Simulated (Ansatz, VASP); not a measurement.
Two plane-wave programs on Be3Te4

```
Be Te
1.0
     5.35000    0.00000    0.00000
     0.00000    5.35000    0.00000
     0.00000    0.00000    5.35000
Be Te
3 4
Direct
  0.50000 0.00000 0.50000
  0.00000 0.50000 0.50000
  0.50000 0.50000 0.00000
  0.75000 0.25000 0.75000
  0.75000 0.75000 0.25000
  0.25000 0.75000 0.75000
  0.25000 0.25000 0.25000
```

Change from the starting cell: built by hand: pseudocubic Si3N4 (ordered-vacancy zincblende) (P-43m, No. 215).

Alike in both runs: task relaxation of cell and atoms; functional PBE; k mesh 3 × 3 × 3; occupations gaussian, width 0.2 eV; no spin polarisation.

```csv
,VASP,Ansatz
version,VASP 6.6.1,Ansatz 0.2.0
potentials or method,"VASP PAW PBE potentials, release 64 (Be, Te), cutoff 600 eV","scalar-relativistic, plane waves, PAW"
valence electrons in the cell,30,70
```

|  | VASP | Ansatz | Ansatz less VASP |
| --- | --- | --- | --- |
| gap on the k mesh at the Fermi level, each at its own relaxed structure (eV) | none | none | - |
| relaxed volume (Å³/atom) | 24.74 | 24.49 | -0.250 |
| relaxed cell length with the largest relative difference (Å) | 5.574 | 5.555 | -0.0188 |

A gap of «none» marks a metal or a gap that the smearing closes. VASP's potentials hold 30 valence electrons a cell and Ansatz's 70, so a difference there can come from the potentials and not from the codes.

The k mesh is coarse, so the values compare programs but aren't converged. Neither program's run includes spin-orbit coupling.
